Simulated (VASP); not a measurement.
A run of VASP 6.6.1:

POSCAR

```
SiC
1.0
    0.0000000000      2.1236913609      2.2325986101
    2.1236913609      0.0000000000      2.2325986101
    2.1236913609      2.1236913609      0.0000000000
Si C
1 1
Direct
    0.0000000000      0.0000000000      0.0000000000
    0.7500000000      0.7500000000      0.7500000000
```

INCAR.step1

```
  PREC = Accurate
  ENCUT = 520
  ISMEAR = 0
  SIGMA = 0.05
  LREAL = False
  LASPH = True
  NELM = 80
  NBANDS = 11
  GGA = PE
  ALGO = Normal
  EDIFF = 1E-4
  LWAVE = True
  LCHARG = False
```

INCAR.step2

```
  PREC = Accurate
  ENCUT = 520
  EDIFF = 1E-6
  ISMEAR = 0
  SIGMA = 0.05
  LREAL = False
  LASPH = True
  NELM = 80
  ALGO = Normal
  ISIF = 2
  LWAVE = False
  LCHARG = False
  METAGGA = R2SCAN
  LMIXTAU = True
  NBANDS = 11
  ISTART = 1
```

Contents of KPOINTS:

```
regular mesh
0
Gamma
  10 10 10
```

Potentials or basis: VASP PAW PBE potentials, release 64 (Si, C).

Run with:

```console
$ cat potpaw_PBE.64/Si/POTCAR potpaw_PBE.64/C/POTCAR > POTCAR
$ cp INCAR.step1 INCAR
$ mpirun -np 1 vasp_std > vasp.out
$ cp INCAR.step2 INCAR
$ mpirun -np 1 vasp_std > vasp.out
```

Hardware: 1 thread of Intel(R) Xeon(R) Platinum 8488C (Sapphire Rapids), with other jobs on the host.

**Question.** Estimate the wall time of this run.

**Answer.** It took 57 s on 1 thread of Intel(R) Xeon(R) Platinum 8488C (Sapphire Rapids) (shared host), peak memory 0.15 GiB. Counts: k points 102.
